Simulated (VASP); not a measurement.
Write the native input for VASP 6.6.1 that does the following.

```
Task                   : single point
Functional             : LDA
Potentials or basis    : VASP PAW LDA potentials, release 64 (Co, Ti_sv)
Cutoff                 : 520 eV
k mesh                 : 9 × 9 × 9
Occupations            : fermi-dirac, width 0.05 eV
Spin                   : collinear spin, ferromagnetic start
Starting moments       : [2.0, 1.0] μB
Dipole correction      : no
Further INCAR settings : ALGO = Normal; EDIFF = 1e-06; NBANDS = 22
```

The structure of TiCo lies in POSCAR:

```
TiCo
1.0
    3.0254064304      0.0000000000      0.0000000000
    0.0000000000      3.0254064304      0.0000000000
    0.0000000000      0.0000000000      3.0254064304
Co Ti
1 1
Direct
    0.5000000000      0.5000000000      0.5000000000
    0.0000000000      0.0000000000      0.0000000000
```

This cell differs from its parent crystal: volume scaled by 1.04.

One way to write it, as run:

INCAR

```
SYSTEM = TiCo
PREC     = Accurate       ! precision mode
ENCUT    = 520            ! plane-wave cutoff, eV
EDIFF    = 1E-6           ! SCF threshold, eV
ISMEAR   = -1             ! smearing method
SIGMA    = 0.05           ! smearing width, eV
LREAL    = .False.        ! projectors in reciprocal space
LASPH    = .True.         ! aspherical terms in the spheres
NELM     = 150            ! most SCF steps
ALGO     = Normal         ! electronic algorithm
ISIF     = 2              ! what is computed and relaxed
LWAVE    = .False.        ! write WAVECAR
LCHARG   = .False.        ! write CHGCAR
ISPIN    = 2              ! spin polarisation
MAGMOM   = 2 1            ! initial moments
LORBIT   = 11             ! projections on sites
LMAXMIX  = 4              ! l up to which the mixer works
GGA      = CA             ! functional
NBANDS   = 22             ! bands
```

KPOINTS

```
regular mesh
0
Gamma
  9 9 9
  0 0 0
```

Potentials or basis: VASP PAW LDA potentials, release 64 (Co, Ti_sv).

Command:

```sh
$ cat potpaw_LDA.64/Co/POTCAR potpaw_LDA.64/Ti_sv/POTCAR > POTCAR
$ mpirun -np 1 vasp_std > vasp.out
```

It gave:

```yaml
Pressure: -20.4 GPa
Net_moment: 0.47 μB per cell
Site_moments: Co +0.51; Ti -0.02 μB
Valence_electrons_inside_the_program's_atomic_spheres: Co 8.26; Ti 10.25
```

Wall time 27 s on 1 thread of AMD EPYC 9R45 96-Core Processor (Zen 5), on a shared host, peak memory 0.12 GiB.
